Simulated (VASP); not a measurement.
Here is a VASP 6.6.1 calculation.

The input POSCAR:

```
KZnF3
1.0
    4.0461677399      0.0000000000      0.0000000000
    0.0000000000      4.0461677399      0.0000000000
    0.0000000000      0.0000000000      3.8438593529
K Zn F
1 1 3
Direct
    0.0000000000      0.0000000000      0.0000000000
    0.5000000000      0.5000000000      0.5000000000
    0.5000000000      0.5000000000      0.0000000000
    0.5000000000      0.0000000000      0.5000000000
    0.0000000000      0.5000000000      0.5000000000
```

Contents of INCAR.step1:

```
PREC = Accurate
ENCUT = 520
ISMEAR = 0
SIGMA = 0.01
LREAL = False
LASPH = True
NELM = 80
NBANDS = 29
GGA = PE
ALGO = Normal
EDIFF = 1E-4
LWAVE = True
LCHARG = False
```

INCAR.step2

```
PREC = Accurate
ENCUT = 520
EDIFF = 1E-7
ISMEAR = 0
SIGMA = 0.01
LREAL = False
LASPH = True
NELM = 80
ALGO = Normal
ISIF = 2
LWAVE = False
LCHARG = True
METAGGA = R2SCAN
LMIXTAU = True
LELF = True
LVHAR = True
NBANDS = 29
ISTART = 1
```

Contents of KPOINTS:

```
Automatic mesh
0
Gamma
  6 6 6
```

Potentials or basis: VASP PAW PBE potentials, release 64 (K_sv, Zn, F).

Run with:

```bash
$ cat potpaw_PBE.64/K_sv/POTCAR potpaw_PBE.64/Zn/POTCAR potpaw_PBE.64/F/POTCAR > POTCAR
$ cp INCAR.step1 INCAR
$ mpirun -np 1 vasp_std > vasp.out
$ cp INCAR.step2 INCAR
$ mpirun -np 1 vasp_std > vasp.out
```

What does it give for the pressure?

5.8 GPa.

Predict the band gap on the k mesh.

4.56 eV, indirect (least direct gap 7.03 eV).

Stress tensor (GPa, compression positive):
```
 3.61  0.00  0.00
 0.00  3.61  0.00
 0.00  0.00 10.32
```

Caveat: the cell differs from its parent crystal (uniaxial z strain -5.0%); the PAW data sets were made with another functional, which shifts forces and pressure a little. A k mesh can miss the band edges.
